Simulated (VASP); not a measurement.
Runs of VASP 6.6.1 on MgI2. Symmetry: P-3m1, No. 164, trigonal system. Conventional cell: a = 4.154 Å, b = 4.154 Å, c = 6.862 Å, α = 90.00°, β = 90.00°, γ = 120.00°. Within 3.8 Å of Mg (site symmetry -3m) lie 6 I at 2.92 Å. I (site symmetry 3m) has 3 Mg at 2.92 Å within 3.8 Å. 

| task | level | cell | gap on the mesh (eV) | pressure (GPa) | largest force (eV/Å) |
| --- | --- | --- | --- | --- | --- |
| relaxation of the atoms | PBE | atoms relaxed | 3.50 | 1.1 | - |
| single point | PBE | as given | 3.50 | 1.1 | 0.01 |
| electric field gradients | PBE | as given | 3.51 | 1.2 | 0.03 |
| electric field gradients | r2SCAN | as given | (a) | 0.5 | 0.06 |

Alike in all rows: potentials or basis VASP PAW PBE potentials, release 64 (Mg, I); no spin polarisation; k mesh 8 × 8 × 4; cutoff (eV) 520; smearing fermi-dirac 0.02 eV.

Q: Fill in the values left out.

A: (a) 4.10.

Caveats: spin-orbit coupling is left out, which moves the levels of the heavy elements; this functional lacks dispersion, which binds the layers, so the pressure and a relaxed spacing across them are unreliable (at least some runs); the PAW data sets were made with another functional, which shifts forces and pressure a little (at least some runs).

A k mesh can miss the band edges, and the runs leave out spin-orbit coupling on I.
